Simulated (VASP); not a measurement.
Wanted: the native input for a VASP 6.6.1 run.

```yaml
Task: single point
Functional: PBE
Potentials_or_basis: VASP PAW PBE potentials, release 64 (Hf_pv, O)
Cutoff: 520 eV
k_mesh: 8 × 8 × 8
Occupations: gaussian, width 0.05 eV
Spin: no spin polarisation
Dipole_correction: no
Further_INCAR_settings: ALGO = Normal; EDIFF = 1e-06; NBANDS = 18
```

The structure of HfO2 lies in POSCAR:

```
HfO2
1.0
    0.0000000000      2.4615937500      2.5575000000
    2.5575000000      0.0000000000      2.5575000000
    2.5575000000      2.4615937500      0.0000000000
Hf O
1 2
Direct
    0.0000000000      0.0000000000      0.0000000000
    0.2500000000      0.2500000000      0.2500000000
    0.7500000000      0.7500000000      0.7500000000
```

This cell differs from its parent crystal: strain -0.0375 x Voigt [0, 1, 0, 0, 0, 0].

These files were run (other wordings do the same):

INCAR

```
PREC     = Accurate       # precision mode
ENCUT    = 520            # plane-wave cutoff, eV
EDIFF    = 1E-6           # SCF threshold, eV
ISMEAR   = 0              # smearing method
SIGMA    = 0.05           # smearing width, eV
LREAL    = False          # projectors in reciprocal space
LASPH    = True           # aspherical terms in the spheres
NELM     = 100            # most SCF steps
ALGO     = Normal         # electronic algorithm
ISIF     = 2              # what is computed and relaxed
LWAVE    = False          # write WAVECAR
LCHARG   = True           # write CHGCAR
GGA      = PE             # functional
LELF     = True           # ELF
LVHAR    = True         
NBANDS   = 18             # bands
```

KPOINTS

```
regular mesh
0
Gamma
  8 8 8
```

Potentials or basis: VASP PAW PBE potentials, release 64 (Hf_pv, O).

Run with:

```console
$ cat potpaw_PBE.64/Hf_pv/POTCAR potpaw_PBE.64/O/POTCAR > POTCAR
$ mpirun -np 1 vasp_std > vasp.out
```

It gave:

```
Pressure               : 3.5 GPa
Band gap on the k mesh : 3.40 eV, indirect (least direct gap 3.52 eV)
```

Caveat: the cell differs from its parent crystal (strain -0.0375 x Voigt [0, 1, 0, 0, 0, 0]); spin-orbit coupling is left out, which moves the levels of the heavy elements.

Wall time 58 s on 1 thread of Intel(R) Xeon(R) Platinum 8259CL CPU @ 2.50GHz (Skylake/Cascade Lake) (shared host), peak memory 0.17 GiB.
